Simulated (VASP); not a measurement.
# Cu (P6_3/mmc) in VASP: notebook

The runs below take Cu through electric field gradients, density of states, with PBEsol, LDA.

Everything below comes from runs of VASP 6.6.1. Logs are shortened: lines on timing, memory, paths and dates and some standing lists are left out, and cuts for length are marked.

### Step 1. The cell of the first run

Symmetry: P6_3/mmc, No. 194, hexagonal system. The conventional cell has a = 2.534 Å, b = 2.534 Å, c = 4.113 Å, α = 90.00°, β = 90.00°, γ = 120.00°. Cu (site symmetry -6m2) has 12 Cu at 2.52 to 2.53 Å within 3.3 Å.

### Step 2. Electric field gradients, PBEsol

INCAR

```
PREC = Accurate
ENCUT = 520
EDIFF = 1E-8
ISMEAR = 0
SIGMA = 0.1
LREAL = False
LASPH = True
NELM = 120
ALGO = Normal
ISIF = 2
LWAVE = False
LCHARG = False
GGA = PS
LEFG = True
NBANDS = 18
GGA_COMPAT = False
```

KPOINTS

```
regular mesh
0
Gamma
  3 3 2
```

POSCAR

```
Cu
1.0
    2.5340966698      0.0000000000      0.0000000000
   -1.2670483349      2.1945920917      0.0000000000
    0.0000000000      0.0000000000      4.1125710000
Cu
2
Direct
    0.3333333333      0.6666666667      0.2500000000
    0.6666666667      0.3333333333      0.7500000000
```

Potentials or basis: VASP PAW PBE potentials, release 64 (Cu).

Started as:

```console
$ cat potpaw_PBE.64/Cu/POTCAR > POTCAR
$ mpirun -np 1 vasp_std > vasp.out
```

OUTCAR:

```text
PREC = Accurate
   ENCUT = 520
   EDIFF = 1E-8
   ISMEAR = 0
   LREAL = False
   LASPH = True
   NELM = 120
   ISIF = 2
   GGA = PS

 ion  position               nearest neighbor table
   1  0.333  0.667  0.250-   2 2.52   2 2.52   2 2.52   2 2.52   2 2.52   2 2.52
   2  0.667  0.333  0.750-   1 2.52   1 2.52   1 2.52   1 2.52   1 2.52   1 2.52

  LATTYP: Found a hexagonal cell.
 ALAT       =     2.5340966698
 C/A-ratio  =     1.6228942838

  Lattice vectors:

 A1 = (   2.5340966698,   0.0000000000,   0.0000000000)
 A2 = (  -1.2670483349,   2.1945920917,   0.0000000000)
 A3 = (   0.0000000000,   0.0000000000,   4.1125710000)

Analysis of symmetry for initial positions (statically):
=====================================================================
 Subroutine PRICEL returns:
 Original cell was already a primitive cell.

 Routine SETGRP: Setting up the symmetry group for a
 hexagonal supercell.

 Subroutine GETGRP returns: Found 24 space group operations
 (whereof 12 operations were pure point group operations)
 out of a pool of 24 trial point group operations.

The static configuration has the point symmetry D_3d.
 The point group associated with its full space group is D_6h.

Analysis of symmetry for dynamics (positions and initial velocities):
=====================================================================
 Subroutine PRICEL returns:
 Original cell was already a primitive cell.

 Routine SETGRP: Setting up the symmetry group for a
 hexagonal supercell.

 Subroutine GETGRP returns: Found 24 space group operations
 (whereof 12 operations were pure point group operations)
 out of a pool of 24 trial point group operations.

The dynamic configuration has the point symmetry D_3d.
 The point group associated with its full space group is D_6h.

 Subroutine INISYM returns: Found 24 space group operations
 (whereof 12 operations are pure point group operations),
 and found     1 'primitive' translations

----------------------------------------------------------------------------------------

                                     Primitive cell

  volume of cell :      22.8713

  direct lattice vectors                    reciprocal lattice vectors
     2.534096670  0.000000000  0.000000000     0.394617937  0.227832772  0.000000000
    -1.267048335  2.194592092  0.000000000     0.000000000  0.455665544  0.000000000
     0.000000000  0.000000000  4.112571000     0.000000000  0.000000000  0.243156896

  length of vectors
     2.534096670  2.534096670  4.112571000     0.455665544  0.455665544  0.243156896

  position of ions in fractional coordinates (direct lattice)
     0.333333333  0.666666667  0.250000000
     0.666666667  0.333333333  0.750000000

  ion indices of the primitive-cell ions
   primitive index   ion index
                 1           1
                 2           2

----------------------------------------------------------------------------------------

 KPOINTS: regular mesh

Automatic generation of k-mesh.
 Grid dimensions read from file:
 generate k-points for:    3    3    2

 Generating k-lattice:

  Cartesian coordinates                     Fractional coordinates (reciprocal lattice)
     0.131539312  0.075944257  0.000000000     0.333333333 -0.000000000  0.000000000
     0.000000000  0.151888515  0.000000000     0.000000000  0.333333333  0.000000000
     0.000000000  0.000000000  0.121578448     0.000000000  0.000000000  0.500000000

  Length of vectors
     0.151888515  0.151888515  0.121578448

  Shift w.r.t. Gamma in fractional coordinates (k-lattice)
     0.000000000  0.000000000  0.000000000

 Subroutine IBZKPT returns following result:
 ===========================================

 Found      6 irreducible k-points:

 Following reciprocal coordinates:
            Coordinates               Weight
  0.000000  0.000000  0.000000      1.000000
  0.333333 -0.000000  0.000000      6.000000
  0.333333  0.333333  0.000000      2.000000
  0.000000  0.000000  0.500000      1.000000
  0.333333 -0.000000  0.500000      6.000000
  0.333333  0.333333  0.500000      2.000000
   k-points           NKPTS =      6   k-points in BZ     NKDIM =      6   number of bands    NBANDS=     18
   number of dos      NEDOS =    301   number of ions     NIONS =      2
   total plane-waves  NPLWV =  12800
   dimension x,y,z NGX =    20 NGY =   20 NGZ =   32
   dimension x,y,z NGXF=    40 NGYF=   40 NGZF=   64
   ions per type =               2
   NGX,Y,Z   is equivalent  to a cutoff of  13.12, 13.12, 12.94 a.u.
   NGXF,Y,Z  is equivalent  to a cutoff of  26.24, 26.24, 25.87 a.u.
 SYSTEM =  unknown system
   PREC   = accura    normal or accurate (medium, high low for compatibility)
   ISTART =      0    job   : 0-new  1-cont  2-samecut
   ICHARG =      2    charge: 1-file 2-atom 10-const
   ISPIN  =      1    spin polarized calculation?
   LNONCOLLINEAR =      F non collinear calculations
   LSORBIT =      F    spin-orbit coupling
   LASPH  =      T    aspherical Exc in radial PAW
   ENCUT  =  520.0 eV  38.22 Ry    6.18 a.u.   4.71  4.71  7.65*2*pi/ulx,y,z
   NELM   =    120;   NELMIN=  2; NELMDL= -5     # of ELM steps
   EDIFF  = 0.1E-07   stopping-criterion for ELM
   LREAL  =      F    real-space projection
   EDIFFG = 0.1E-06   stopping-criterion for IOM
   NSW    =      0    number of steps for IOM
   IBRION =     -1    ionic relax: 0-MD 1-quasi-New 2-CG
   NFREE  =      0    steps in history (QN), initial steepest desc. (CG)
   ISIF   =      2    stress and relaxation
   ISYM   =      2    0-nonsym 1-usesym 2-fastsym
   POTIM  = 0.5000    time-step for ionic-motion
   TEBEG  =    0.0;   TEEND  =   0.0 temperature during run
   PSTRESS=    0.0 pullay stress
   NELECT =      22.0000    total number of electrons
   NUPDOWN=      -1.0000    fix difference up-down
   EMIN   =  10.00;   EMAX   =-10.00  energy-range for DOS
   EFERMI =   0.00;   METHOD = LEGACY
   ISMEAR =     0;   SIGMA  =   0.10  broadening in eV -4-tet -1-fermi 0-gaus
   EFERMI_NEDOS =   21; number of points for ismear=-14 and -15
   IALGO  =     38    algorithm
   IMIX   =      4    mixing-type and parameters
     AMIX     =   0.40;   BMIX     =  1.00
     AMIX_MAG =   1.60;   BMIX_MAG =  1.00
  volume/ion in A,a.u.               =      11.44        77.17
  Fermi-wavevector in a.u.,A,eV,Ry     =   1.616041  3.053874 35.532800  2.611587
  Thomas-Fermi vector in A             =   2.710691
   LORBIT       =      0    0 simple, 1 ext, 2 COOP (PROOUT), +10 PAW based schemes
   GGA     = PS    functional components
   LHFCALC =     F    Hartree Fock is set to
   AEXX    =    0.0000 exact exchange contribution
   IVDW    =     0    specifies the selected vdW correction
   LEPSILON=     F    determine dielectric tensor
   LRPA    =     F    only Hartree local field effects (RPA)
 non-spin polarized calculation
 Gauss-broadening in eV      SIGMA  =   0.10
  energy-cutoff  :      520.00
  volume of cell :       22.87
 maximum number of plane-waves:       640
 NGX is ok and might be reduce to    20
   NGX =  9   NGY =  9   NGZ = 15

 number of electron      21.9999979 magnetization

 Free energy of the ion-electron system (eV)
  ---------------------------------------------------
  ext. energy  EPLUGINS =         0.00000000
  ---------------------------------------------------
  free energy    TOTEN  =        -8.84016275 eV

  energy without entropy =       -8.80573941  energy(sigma->0) =       -8.82295108

 E-fermi :   6.6772     XC(G=0): -13.0982

 val. band max:        6.6353661836   @ k =   0.3333  -0.0000   0.5000
 cond. band min:       6.7087596657   @ k =   0.0000   0.0000   0.0000
 fundamental gap:      0.0733934822
 Fermi energy:         6.6771507642

 k-point     1 :       0.0000    0.0000    0.0000
  band No.  band energies     occupation
      1      -1.8328      2.00000
      2       2.5169      2.00000
      3       4.6423      2.00000
      4       4.7535      2.00000
      5       4.7535      2.00000
      6       4.9781      2.00000
[... 10 lines left out ...]
     17      31.5253      0.00000
     18      31.5253      0.00000

 k-point     2 :       0.3333   -0.0000    0.0000
  band No.  band energies     occupation
      1       1.3750      2.00000
      2       3.3033      2.00000
      3       3.5659      2.00000
      4       4.2387      2.00000
      5       4.7280      2.00000
      6       4.7679      2.00000
[... 10 lines left out ...]
     17      23.6316      0.00000
     18      27.5850      0.00000

 k-point     3 :       0.3333    0.3333    0.0000
  band No.  band energies     occupation
      1       3.4314      2.00000
      2       3.5811      2.00000
      3       3.5811      2.00000
      4       3.8738      2.00000
      5       4.4903      2.00000
      6       4.4903      2.00000
[... 10 lines left out ...]
     17      21.0645      0.00000
     18      21.0645      0.00000

 k-point     4 :       0.0000    0.0000    0.5000
  band No.  band energies     occupation
      1       0.3563      2.00000
      2       0.3563      2.00000
      3       4.3813      2.00000
      4       4.3813      2.00000
      5       4.6964      2.00000
      6       4.6964      2.00000
[... 10 lines left out ...]
     17      31.7546      0.00000
     18      31.7546      0.00000

 k-point     5 :       0.3333   -0.0000    0.5000
  band No.  band energies     occupation
      1       2.5026      2.00000
      2       2.5026      2.00000
      3       3.9456      2.00000
      4       3.9456      2.00000
      5       5.0568      2.00000
      6       5.0568      2.00000
[... 10 lines left out ...]
     17      25.2785      0.00000
     18      25.2785      0.00000

 k-point     6 :       0.3333    0.3333    0.5000
  band No.  band energies     occupation
      1       3.6979      2.00000
      2       3.6979      2.00000
      3       3.8386      2.00000
      4       3.8386      2.00000
      5       4.4170      2.00000
      6       4.4170      2.00000
[... 10 lines left out ...]
     17      28.4883      0.00000
     18      28.4883      0.00000

------------------------ aborting loop because EDIFF is reached ----------------------------------------

  FORCE on cell =-STRESS in cart. coord.  units (eV):
  Direction    XX          YY          ZZ          XY          YZ          ZX
  --------------------------------------------------------------------------------------
  -------------------------------------------------------------------------------------
  Total       -0.2754816     -0.2754816     -0.1335913      0.0000000      0.0000000     -0.0000000
  in kB      -19.2980185    -19.2980185     -9.3583306      0.0000000      0.0000000     -0.0000000
  external PRESSURE =     -15.9847892 kB  Pullay stress =       0.0000000 kB

 VOLUME and BASIS-vectors are now :
 -----------------------------------------------------------------------------
  energy-cutoff  :      520.00
  volume of cell :       22.87
      direct lattice vectors                 reciprocal lattice vectors
     2.534096670  0.000000000  0.000000000     0.394617937  0.227832772  0.000000000
    -1.267048335  2.194592092  0.000000000     0.000000000  0.455665544  0.000000000
     0.000000000  0.000000000  4.112571000     0.000000000  0.000000000  0.243156896

 POSITION                                       TOTAL-FORCE (eV/Angst)
 -----------------------------------------------------------------------------------
     -0.00000      1.46306      1.02814        -0.000000      0.000000      0.000000
      1.26705      0.73153      3.08443         0.000000     -0.000000      0.000000
 -----------------------------------------------------------------------------------
    total drift:                               -0.000000      0.000000     -0.000000

  FREE ENERGIE OF THE ION-ELECTRON SYSTEM (eV)
  ---------------------------------------------------
  free  energy   TOTEN  =        -8.8401627453 eV

  energy  without entropy=       -8.8057394060  energy(sigma->0) =       -8.82295108

 Electric field gradients (V/A^2)
---------------------------------------------------------------------
 ion       V_xx      V_yy      V_zz      V_xy      V_xz      V_yz
---------------------------------------------------------------------
   1     -12.700   -12.706    25.406    -0.005     0.000    -0.000
   2     -12.700   -12.706    25.406    -0.005    -0.000     0.000
---------------------------------------------------------------------

 Electric field gradients after diagonalization (V/A^2)
 (convention: |V_zz| > |V_xx| > |V_yy|)
----------------------------------------------------------------------
 ion       V_xx      V_yy      V_zz     asymmetry (V_yy - V_xx)/ V_zz
----------------------------------------------------------------------
   1     -12.709   -12.697    25.406       0.000
   2     -12.709   -12.697    25.406       0.000
----------------------------------------------------------------------

           NMR quadrupolar parameters

 Cq : quadrupolar parameter    Cq=e*Q*V_zz/h
 eta: asymmetry parameters     (V_yy - V_xx)/ V_zz
 Q  : nuclear electric quadrupole moment in mb (millibarn)
----------------------------------------------------------------------
 ion       Cq(MHz)       eta       Q (mb)
----------------------------------------------------------------------
   1       0.061       0.000       1.000
   2       0.061       0.000       1.000
----------------------------------------------------------------------
```

It took 8.6 s on 1 thread of Intel Xeon Platinum 8375C at 2.90GHz (Ice Lake), shared host; peak memory 0.13 GiB.

Results:

| Property | Result |
| --- | --- |
| Free energy | -8.8402 eV |
| Pressure | -1.6 GPa |
| Band gap on the k mesh | zero (band 11 reaches 11.87 eV, above the bottom of band 12 at 5.78 eV) |

Electric field gradients, principal values (V/Å²):
```tsv
atom	least	middle	greatest (by size)
1 Cu	-12.697	-12.709	25.406
2 Cu	-12.697	-12.709	25.406
```

Caveat: the k points lie up to 0.95 Å⁻¹ apart; without QUAD_EFG the Cq values of the log hold for a quadrupole moment of 1 mb, not for the nuclei; the PAW data sets were made with another functional, which shifts forces and pressure a little.

### Step 3. Density of states, LDA

POSCAR is that of step 2.

INCAR.step1

```
ALGO = Normal ; EDIFF = 1E-6
ENCUT = 520 ; GGA = CA
GGA_COMPAT = F ; ISIF = 2
ISMEAR = 0 ; LASPH = T
LCHARG = T ; LMAXMIX = 4
LORBIT = 11 ; LREAL = F
LWAVE = F ; NBANDS = 18
NEDOS = 2001 ; NELM = 120
PREC = Accurate ; SIGMA = 0.1
```

KPOINTS.step1

```
k-points
0
Gamma
  4 4 2
```

INCAR.step2

```
ALGO = Normal ; EDIFF = 1E-6
ENCUT = 520 ; GGA = CA
GGA_COMPAT = F ; ICHARG = 11
ISIF = 2 ; ISMEAR = -5
LASPH = T ; LCHARG = F
LMAXMIX = 4 ; LORBIT = 11
LREAL = F ; LWAVE = F
NBANDS = 18 ; NEDOS = 2001
NELM = 120 ; PREC = Accurate
SIGMA = 0.1
```

KPOINTS.step2

```
k-points
0
Gamma
  6 6 3
```

Potentials or basis: VASP PAW LDA potentials, release 64 (Cu).

Started as:

```console
$ cat potpaw_LDA.64/Cu/POTCAR > POTCAR
$ cp INCAR.step1 INCAR
$ cp KPOINTS.step1 KPOINTS
$ mpirun -np 1 vasp_std > vasp.out
$ cp INCAR.step2 INCAR
$ cp KPOINTS.step2 KPOINTS
$ mpirun -np 1 vasp_std > vasp.out
```

Run time: 6.4 s. Hardware: 1 thread of AMD EPYC 7R43 (Zen 3), shared host; peak memory 0.08 GiB.

The run converged. Its results:

```
Valence electrons inside the program's atomic spheres : Cu 10.04
```

Levels at points of the mesh, in eV from the Fermi level:
| k point | band 7 | band 8 | band 9 | band 10 | band 11 | band 12 | band 13 | band 14 | band 15 | band 16 |
| --- | --- | --- | --- | --- | --- | --- | --- | --- | --- | --- |
| (0.00, 0.00, 0.00) | -2.88 | -2.58 | -2.58 | -1.77 | -1.77 | -1.03 | 3.98 | 21.61 | 21.95 | 21.95 |
| (0.50, 0.00, 0.00) | -2.81 | -1.70 | -1.61 | -1.60 | -0.01 | 1.58 | 7.91 | 8.29 | 10.97 | 11.28 |

Caveat: the k points lie up to 0.76 Å⁻¹ apart; tetrahedron occupations give inexact forces and stress in metals.
